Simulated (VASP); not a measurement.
# Sn (I4_1/amd) in VASP: notebook, part 2 of 2

VASP 6.6.1. Earlier steps stand in the parts before.

### Step 3. Relaxation of cell and atoms, PBEsol

This run uses another cell than the first one, of 28.41 Å³/atom, 1.057 times its volume.

INCAR reads:

```
ALGO = Fast ; EDIFF = 1E-6
EDIFFG = -0.005 ; ENCUT = 600
GGA = PS ; IBRION = 2
ISIF = 3 ; ISMEAR = 0
LASPH = T ; LCHARG = F
LREAL = F ; LWAVE = F
NELM = 60 ; NSW = 70
PREC = Accurate ; SIGMA = 0.1
```

KPOINTS reads:

```
k-points
0
Gamma
  14 14 14
```

POSCAR reads:

```
Sn
1.0
   -2.9643162528      2.9643162528      1.6163469659
    2.9643162528     -2.9643162528      1.6163469659
    2.9643162528      2.9643162528     -1.6163469659
Sn
2
Direct
    0.7500000000      0.2500000000      0.5000000000
    0.0000000000      0.0000000000      0.0000000000
```

Potentials or basis: VASP PAW PBE potentials, release 64 (Sn_d).

Run with:

```console
> cat potpaw_PBE.64/Sn_d/POTCAR > POTCAR
> mpirun -np 1 vasp_std > vasp.out
```

OUTCAR:

```text
EDIFF = 1E-6
   EDIFFG = -0.005
   ENCUT = 600
   GGA = PS
   IBRION = 2
   ISIF = 3
   ISMEAR = 0
   LASPH = T
   LREAL = F
   NELM = 60
   NSW = 70
   PREC = Accurate

 ion  position               nearest neighbor table
   1  0.750  0.250  0.500-   2 3.07   2 3.07   2 3.07   2 3.07
   2  0.000  0.000  0.000-   1 3.07   1 3.07   1 3.07   1 3.07

  LATTYP: Found a body centered tetragonal cell.
 ALAT       =     5.9286325056
 C/A-ratio  =     0.5452680578

  Lattice vectors:

 A1 = (  -2.9643162528,   2.9643162528,   1.6163469659)
 A2 = (   2.9643162528,  -2.9643162528,   1.6163469659)
 A3 = (   2.9643162528,   2.9643162528,  -1.6163469659)

Analysis of symmetry for initial positions (statically):
=====================================================================
 Subroutine PRICEL returns:
 Original cell was already a primitive cell.

 Routine SETGRP: Setting up the symmetry group for a
 body centered tetragonal supercell.

 Subroutine GETGRP returns: Found 16 space group operations
 (whereof  8 operations were pure point group operations)
 out of a pool of 16 trial point group operations.

The static configuration has the point symmetry D_2d.
 The point group associated with its full space group is D_4h.

Analysis of symmetry for dynamics (positions and initial velocities):
=====================================================================
 Subroutine PRICEL returns:
 Original cell was already a primitive cell.

 Routine SETGRP: Setting up the symmetry group for a
 body centered tetragonal supercell.

 Subroutine GETGRP returns: Found 16 space group operations
 (whereof  8 operations were pure point group operations)
 out of a pool of 16 trial point group operations.

The dynamic configuration has the point symmetry D_2d.
 The point group associated with its full space group is D_4h.

 Subroutine INISYM returns: Found 16 space group operations
 (whereof  8 operations are pure point group operations),
 and found     1 'primitive' translations

----------------------------------------------------------------------------------------

                                     Primitive cell

  volume of cell :      56.8125

  direct lattice vectors                    reciprocal lattice vectors
    -2.964316253  2.964316253  1.616346966     0.000000000  0.168672961  0.309339523
     2.964316253 -2.964316253  1.616346966     0.168672961  0.000000000  0.309339523
     2.964316253  2.964316253 -1.616346966     0.168672961  0.168672961  0.000000000

  length of vectors
     4.492985556  4.492985556  4.492985556     0.352337209  0.352337209  0.238539589

  position of ions in fractional coordinates (direct lattice)
     0.750000000  0.250000000  0.500000000
     0.000000000  0.000000000  0.000000000

  ion indices of the primitive-cell ions
   primitive index   ion index
                 1           1
                 2           2

----------------------------------------------------------------------------------------

 KPOINTS: k-points

Automatic generation of k-mesh.
 Grid dimensions read from file:
[... 23 lines left out ...]
  0.071429  0.000000 -0.000000      8.000000
  0.142857 -0.000000  0.000000      8.000000
  0.214286 -0.000000  0.000000      8.000000
  0.285714  0.000000 -0.000000      8.000000
  0.357143  0.000000 -0.000000      8.000000
[... 16 lines left out ...]
  0.214286  0.142857  0.000000     16.000000
  0.285714  0.142857 -0.000000     16.000000
 [... further k-points ...]
   k-points           NKPTS =    244   k-points in BZ     NKDIM =    244   number of bands    NBANDS=     18
   number of dos      NEDOS =    301   number of ions     NIONS =      2
   total plane-waves  NPLWV =  46656
   dimension x,y,z NGX =    36 NGY =   36 NGZ =   36
   dimension x,y,z NGXF=    72 NGYF=   72 NGZF=   72
   ions per type =               2
   NGX,Y,Z   is equivalent  to a cutoff of  13.32, 13.32, 13.32 a.u.
   NGXF,Y,Z  is equivalent  to a cutoff of  26.64, 26.64, 26.64 a.u.
 SYSTEM =  unknown system
   PREC   = accura    normal or accurate (medium, high low for compatibility)
   ISTART =      0    job   : 0-new  1-cont  2-samecut
   ICHARG =      2    charge: 1-file 2-atom 10-const
   ISPIN  =      1    spin polarized calculation?
   LNONCOLLINEAR =      F non collinear calculations
   LSORBIT =      F    spin-orbit coupling
   LASPH  =      T    aspherical Exc in radial PAW
   ENCUT  =  600.0 eV  44.10 Ry    6.64 a.u.   8.97  8.97  8.97*2*pi/ulx,y,z
   NELM   =     60;   NELMIN=  2; NELMDL= -5     # of ELM steps
   EDIFF  = 0.1E-05   stopping-criterion for ELM
   LREAL  =      F    real-space projection
   EDIFFG = -.5E-02   stopping-criterion for IOM
   NSW    =     70    number of steps for IOM
   IBRION =      2    ionic relax: 0-MD 1-quasi-New 2-CG
   NFREE  =      1    steps in history (QN), initial steepest desc. (CG)
   ISIF   =      3    stress and relaxation
   ISYM   =      2    0-nonsym 1-usesym 2-fastsym
   POTIM  = 0.5000    time-step for ionic-motion
   TEBEG  =    0.0;   TEEND  =   0.0 temperature during run
   PSTRESS=    0.0 pullay stress
   NELECT =      28.0000    total number of electrons
   NUPDOWN=      -1.0000    fix difference up-down
   EMIN   =  10.00;   EMAX   =-10.00  energy-range for DOS
   EFERMI =   0.00;   METHOD = LEGACY
   ISMEAR =     0;   SIGMA  =   0.10  broadening in eV -4-tet -1-fermi 0-gaus
   EFERMI_NEDOS =   21; number of points for ismear=-14 and -15
   IALGO  =     68    algorithm
   IMIX   =      4    mixing-type and parameters
     AMIX     =   0.40;   BMIX     =  1.00
     AMIX_MAG =   1.60;   BMIX_MAG =  1.00
  volume/ion in A,a.u.               =      28.41       191.69
  Fermi-wavevector in a.u.,A,eV,Ry     =   1.293142  2.443684 22.751891  1.672217
  Thomas-Fermi vector in A             =   2.424806
   LORBIT       =      0    0 simple, 1 ext, 2 COOP (PROOUT), +10 PAW based schemes
   GGA     = PS    functional components
   LHFCALC =     F    Hartree Fock is set to
   AEXX    =    0.0000 exact exchange contribution
   IVDW    =     0    specifies the selected vdW correction
   LEPSILON=     F    determine dielectric tensor
   LRPA    =     F    only Hartree local field effects (RPA)
 conjugate gradient relaxation of ions
 non-spin polarized calculation
 RMM-DIIS sequential band-by-band and
 Gauss-broadening in eV      SIGMA  =   0.10
  energy-cutoff  :      600.00
  volume of cell :       56.81
 maximum number of plane-waves:      1950
   NGX = 17   NGY = 17   NGZ = 17

--------------------------------------- Ionic step        1  -------------------------------------------

 number of electron      27.9999990 magnetization

 Free energy of the ion-electron system (eV)
  ---------------------------------------------------
  ext. energy  EPLUGINS =         0.00000000
  ---------------------------------------------------
  free energy    TOTEN  =        -8.49168313 eV

  energy without entropy =       -8.48489437  energy(sigma->0) =       -8.48828875

------------------------ aborting loop because EDIFF is reached ----------------------------------------

  FORCE on cell =-STRESS in cart. coord.  units (eV):
  Direction    XX          YY          ZZ          XY          YZ          ZX
  --------------------------------------------------------------------------------------
  -------------------------------------------------------------------------------------
  Total       -0.9514933     -0.9514933     -0.9251412      0.0000000      0.0000000      0.0000000
  in kB      -26.8332116    -26.8332116    -26.0900517      0.0000000      0.0000000      0.0000000
  external PRESSURE =     -26.5854916 kB  Pullay stress =       0.0000000 kB
[... 59 lines left out ...]
--------------------------------------- Ionic step        3  -------------------------------------------

 number of electron      28.0000006 magnetization

 Free energy of the ion-electron system (eV)
  ---------------------------------------------------
  ext. energy  EPLUGINS =         0.00000000
  ---------------------------------------------------
  free energy    TOTEN  =        -8.51899769 eV

  energy without entropy =       -8.51313689  energy(sigma->0) =       -8.51606729

 E-fermi :   7.9234     XC(G=0): -10.4992

 val. band max:        7.9207565057   @ k =  -0.2857   0.2857   0.2143
 cond. band min:       7.9315154076   @ k =   0.2143   0.0714   0.0714
 fundamental gap:      0.0107589019
 Fermi energy:         7.9234298807

 k-point     1 :       0.0000    0.0000    0.0000
  band No.  band energies     occupation
      1     -13.6278      2.00000
      2     -13.5348      2.00000
      3     -13.4973      2.00000
      4     -13.4786      2.00000
      5     -13.3251      2.00000
      6     -13.3251      2.00000
[... 481 lines left out ...]
      5     -13.3847      2.00000
      6     -13.3801      2.00000
[... 10 lines left out ...]
     17      10.8482      0.00000
     18      12.0631      0.00000

 [... further k-points ...]
[... 5 lines left out ...]
  --------------------------------------------------------------------------------------
  -------------------------------------------------------------------------------------
  Total       -0.0050002     -0.0050002      0.0050908      0.0000000      0.0000000      0.0000000
  in kB       -0.1491049     -0.1491049      0.1518062      0.0000000      0.0000000      0.0000000
  external PRESSURE =      -0.0488012 kB  Pullay stress =       0.0000000 kB
[... 17 lines left out ...]
  FREE ENERGIE OF THE ION-ELECTRON SYSTEM (eV)
  ---------------------------------------------------
  free  energy   TOTEN  =        -8.5189976851 eV

  energy  without entropy=       -8.5131368892  energy(sigma->0) =       -8.51606729

 reached required accuracy - stopping structural energy minimisation
```

OSZICAR:

```text
N       E                     dE             d eps       ncg     rms          rms(c)
DAV:   1     0.208699912407E+03    0.20870E+03   -0.16206E+04  8788   0.259E+03
DAV:   2     0.102302703103E+02   -0.19847E+03   -0.19617E+03  8810   0.471E+02
DAV:   3    -0.794964614628E+01   -0.18180E+02   -0.17975E+02 10116   0.144E+02
[... 25 lines left out ...]
RMM:   3    -0.851914691446E+01    0.97805E-02   -0.32739E-02  9470   0.274E+00    0.710E-02
RMM:   4    -0.851895650927E+01    0.19041E-03   -0.40866E-03 10431   0.611E-01    0.299E-02
RMM:   5    -0.851903248055E+01   -0.75971E-04   -0.66575E-04 12006   0.319E-01    0.252E-02
RMM:   6    -0.851900386926E+01    0.28611E-04   -0.11751E-04 10193   0.144E-01    0.125E-02
RMM:   7    -0.851899757296E+01    0.62963E-05   -0.28926E-05  9922   0.471E-02    0.306E-03
RMM:   8    -0.851899768513E+01   -0.11217E-06   -0.26803E-06  6567   0.201E-02
   3 F= -.85189977E+01 E0= -.85160673E+01  d E =-.273146E-01
```

CONTCAR:

```text
Sn
   1.00000000000000
    -2.9091743185781644    2.9091743185781644    1.5871125556376238
     2.9091743185781644   -2.9091743185781644    1.5871125556376238
     2.9091743185781644    2.9091743185781644   -1.5871125556376238
  Sn
     2
Direct
     0.7500000000000000    0.2500000000000000    0.5000000000000000
     0.0000000000000000    0.0000000000000000    0.0000000000000000

  0.00000000E+00  0.00000000E+00  0.00000000E+00
  0.00000000E+00  0.00000000E+00  0.00000000E+00
```

Wall time 21 min (1 thread of Oxide Virtual Turin-like, shared host); peak memory 0.37 GiB.

Results:

- Free energy: -8.5190 eV
- Relaxed volume: 26.86 Å³/atom
- Relaxed cell: a = 4.410 Å, b = 4.410 Å, c = 4.410 Å, α = 97.44°, β = 97.44°, γ = 137.81°
- Space group after relaxing (to 0.05 Å): I4_1/amd (No. 141)
- Energy gained by relaxing: 13.7 meV/atom
- Ionic steps: 3
- Pressure after relaxing: 0.0 GPa
- Band gap on the k mesh: zero (band 14 reaches 9.41 eV, above the bottom of band 15 at 5.32 eV)

The path:
| step | energy change (eV) | largest force (eV/Å) | pressure (GPa) | volume (Å³) |
| --- | --- | --- | --- | --- |
| 1 | 0.0000 | 0.0000 | -2.66 | 56.81 |
| 2 | -0.0255 | 0.0000 | 0.77 | 53.02 |
| 3 | -0.0273 | 0.0000 | 0.00 | 53.73 |

Final structure:
```xyz
2
Lattice="-2.9092 2.9092 1.5871 2.9092 -2.9092 1.5871 2.9092 2.9092 -1.5871" Properties=species:S:1:pos:R:3 pbc="T T T"
Sn    0.0000    2.9092    0.7936
Sn    0.0000    0.0000    0.0000
```

Caveat: the PAW data sets were made with another functional, which shifts forces and pressure a little; spin-orbit coupling is left out, which moves the levels of the heavy elements.
